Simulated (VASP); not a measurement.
**ZnCu: electric field gradients with PBEsol**

Crystal: ZnCu.

```xyz
2
Lattice="2.9450 -0.0147 -0.0147 -0.0147 2.9450 -0.0147 -0.0147 -0.0147 2.9450" Properties=species:S:1:pos:R:3 pbc="T T T"
Zn    1.4578    1.4578    1.4578
Cu    0.0000    0.0000    0.0000
```

This cell differs from its parent crystal: equal xy, yz and zx shear strains of -1 %.

* Program: VASP 6.6.1
* Task: electric field gradients
* Functional: PBEsol
* Potentials or basis: VASP PAW PBE potentials, release 64 (Zn, Cu)
* Cutoff: 520 eV
* k mesh: 14 × 14 × 14
* Occupations: fermi-dirac, width 0.05 eV
* Spin: no spin polarisation
* Dipole correction: no
* Further INCAR settings: ALGO = Normal; EDIFF = 1e-08; NBANDS = 18

```json
{
 "Pressure": "-4.0 GPa",
 "Band gap on the k mesh": "zero (an odd number of electrons rules out a gap without spin polarisation)",
 "Largest electric field gradient by atom": "Zn -4.2; Cu -2.9 V/Å²"
}
```

Stress tensor (GPa, compression positive):
```
-4.04  1.01  1.01
 1.01 -4.04  1.01
 1.01  1.01 -4.04
```

Levels at points of the mesh, in eV from the Fermi level:
```tsv
k point	band 7	band 8	band 9	band 10	band 11	band 12	band 13	band 14	band 15	band 16
(0.00, 0.00, 0.00)	-3.57	-3.57	-2.73	-2.73	-2.73	6.12	6.23	6.23	11.26	11.26
(0.50, 0.00, 0.00)	-5.16	-3.69	-3.30	-3.27	-2.81	-2.01	11.66	11.68	12.27	12.30
(0.50, 0.50, 0.00)	-3.37	-2.88	-2.88	-2.49	-1.98	-1.85	1.72	2.12	13.85	15.40
(0.50, 0.50, 0.50)	-4.30	-4.29	-2.47	-2.47	3.76	4.25	4.25	4.44	4.44	4.52
```

Electric field gradients, principal values (V/Å²):
```csv
atom,least,middle,greatest (by size)
1 Zn,2.081,2.081,-4.162
2 Cu,1.459,1.459,-2.918
```

Wall time 39 s on 1 thread of Intel(R) Xeon(R) 6975P-C (Granite Rapids) (shared host), peak memory 0.25 GiB.

Caveat: the cell differs from its parent crystal (equal xy, yz and zx shear strains of -1 %); the cell stands under tension; without QUAD_EFG the Cq values of the log hold for a quadrupole moment of 1 mb, not for the nuclei; the PAW data sets were made with another functional, which shifts forces and pressure a little.
